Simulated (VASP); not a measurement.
Wanted: the native input for a VASP 6.6.1 run.

```
Task                   : single point
Functional             : PBEsol
Potentials or basis    : VASP PAW PBE potentials, release 64 (Si, C)
Cutoff                 : 520 eV
k mesh                 : 1 × 1 × 1, shifted
Occupations            : fermi-dirac, width 0.05 eV
Spin                   : no spin polarisation
Dipole correction      : no
Further INCAR settings : LREAL = Auto; ALGO = Normal; EDIFF = 1e-07; NBANDS = 243; ISYM = 0
```

The structure of Si48C47 (a cell with a defect) lies in POSCAR:

```
Si48C47
1.0
    9.2342040000      0.0000000000      0.0000000000
    0.0000000000     10.6627400000      0.0000000000
    0.0000000000      0.0000000000     10.0759470000
Si C
48 47
Direct
    0.0002050000      0.0023920000      0.4992380000
    0.3328410000      0.0007030000      0.4982020000
    0.1685580000      0.2517550000      0.4996280000
    0.9999790000      0.5016280000      0.5025760000
    0.6673080000      0.0010370000      0.4981760000
    0.4998170000      0.2543130000      0.4794610000
    0.3474740000      0.5099270000      0.5086850000
    0.1658280000      0.7513600000      0.5012650000
    0.8317950000      0.2516790000      0.4994760000
    0.6521110000      0.5098970000      0.5090780000
    0.5002290000      0.7543150000      0.5007150000
    0.8343530000      0.7516470000      0.5013080000
    0.9999860000      0.1662830000      0.2492880000
    0.3317790000      0.1627370000      0.2456360000
    0.1683150000      0.4152100000      0.2533840000
    0.0000270000      0.6649400000      0.2514130000
    0.6680110000      0.1629050000      0.2455760000
    0.4997470000      0.3986020000      0.2555280000
    0.3346270000      0.6646290000      0.2518030000
    0.1664390000      0.9148260000      0.2493670000
    0.8314850000      0.4150750000      0.2534040000
    0.6654500000      0.6645980000      0.2519560000
    0.4999740000      0.9156720000      0.2490700000
    0.8335500000      0.9149050000      0.2493730000
    0.1666770000      0.0846480000      0.7491290000
    0.9999570000      0.3341850000      0.7500800000
    0.5000010000      0.0863190000      0.7424860000
    0.3336990000      0.3353350000      0.7480850000
    0.1659490000      0.5847060000      0.7533980000
    0.0000230000      0.8348600000      0.7509020000
    0.8333450000      0.0846530000      0.7490510000
    0.6662980000      0.3354140000      0.7480980000
    0.5000510000      0.5856370000      0.7551890000
    0.3333780000      0.8347860000      0.7501830000
    0.8341430000      0.5849150000      0.7537480000
    0.6666460000      0.8348430000      0.7501870000
    0.9999930000      0.9998060000      0.9996230000
    0.3335810000      0.9995090000      0.9970870000
    0.1667500000      0.2498700000      0.9989630000
    0.0000100000      0.4988720000      0.0033160000
    0.6663840000      0.9995500000      0.9970850000
    0.4999170000      0.2472000000      0.9949920000
    0.3349470000      0.4981090000      0.0033700000
    0.1667760000      0.7494070000      0.0013750000
    0.8331740000      0.2498420000      0.9989480000
    0.6649270000      0.4981110000      0.0035220000
    0.5000050000      0.7501830000      0.0013660000
    0.8332820000      0.7494520000      0.0014410000
    0.0000340000      0.9989770000      0.1869970000
    0.3329090000      0.9969260000      0.1847040000
    0.1666490000      0.2492970000      0.1863420000
    0.0000100000      0.4974660000      0.1913080000
    0.6671510000      0.9969770000      0.1847080000
    0.4998920000      0.2402640000      0.1786980000
    0.3366650000      0.4956000000      0.1934630000
    0.1671330000      0.7476060000      0.1885210000
    0.8333720000      0.2492520000      0.1862870000
    0.6632720000      0.4955160000      0.1937390000
    0.5000850000      0.7487080000      0.1883480000
    0.8330690000      0.7475700000      0.1886260000
    0.9999920000      0.0013130000      0.6868760000
    0.3327470000      0.0013810000      0.6851770000
    0.1669420000      0.2512340000      0.6868930000
    0.9999130000      0.5013400000      0.6895960000
    0.6671160000      0.0014340000      0.6851380000
    0.4998840000      0.2567230000      0.6753710000
    0.3330330000      0.5035260000      0.6935820000
    0.1663030000      0.7511950000      0.6888180000
    0.8328750000      0.2512360000      0.6868250000
    0.6673100000      0.5037340000      0.6940130000
    0.4999780000      0.7515620000      0.6883820000
    0.8336440000      0.7512760000      0.6888880000
    0.0002050000      0.1699620000      0.4375220000
    0.3312840000      0.1658050000      0.4335820000
    0.1758430000      0.4195930000      0.4415750000
    0.0000860000      0.6671310000      0.4393700000
    0.6685960000      0.1662530000      0.4333980000
    0.3338220000      0.6718320000      0.4391070000
    0.1659460000      0.9176200000      0.4373430000
    0.8246400000      0.4187980000      0.4410520000
    0.6666540000      0.6719520000      0.4392330000
    0.5001500000      0.9192300000      0.4370360000
    0.8343430000      0.9180220000      0.4373820000
    0.1665280000      0.0831470000      0.9370550000
    0.9999610000      0.3332510000      0.9379090000
    0.4999770000      0.0823480000      0.9310360000
    0.3339420000      0.3326900000      0.9365050000
    0.1669320000      0.5823310000      0.9420400000
    0.0000080000      0.8328750000      0.9389200000
    0.8334730000      0.0831400000      0.9370080000
    0.6659780000      0.3326670000      0.9365800000
    0.4999790000      0.5835360000      0.9422120000
    0.3331770000      0.8326040000      0.9378830000
    0.8331600000      0.5824420000      0.9423170000
    0.6668430000      0.8326430000      0.9379270000
```

The input as run:

INCAR

```
SYSTEM = Si48C47
  ALGO = Normal
  EDIFF = 1E-7
  ENCUT = 520
  GGA = PS
  ISIF = 2
  ISMEAR = -1
  ISYM = 0
  LASPH = .True.
  LCHARG = .True.
  LELF = .True.
  LREAL = Auto
  LVHAR = .True.
  LWAVE = .False.
  NBANDS = 243
  NELM = 80
  PREC = Accurate
  SIGMA = 0.05
```

KPOINTS

```
Automatic mesh
0
Gamma
  1 1 1
  0.25 0.25 0.25
```

Potentials or basis: VASP PAW PBE potentials, release 64 (Si, C).

The run is started by

```bash
$ cat potpaw_PBE.64/Si/POTCAR potpaw_PBE.64/C/POTCAR > POTCAR
$ mpirun -np 1 vasp_std > vasp.out
```

Results of the run:

| Property | Result |
| --- | --- |
| Pressure | -0.1 GPa |
| Largest force | 0.116 eV/Å |
| Band gap on the k mesh | 1.07 eV |

Caveat: the PAW data sets were made with another functional, which shifts forces and pressure a little.

Wall time 51 min on 1 thread of Intel Xeon 8259CL, with other jobs on the host, peak memory 1.2 GiB.
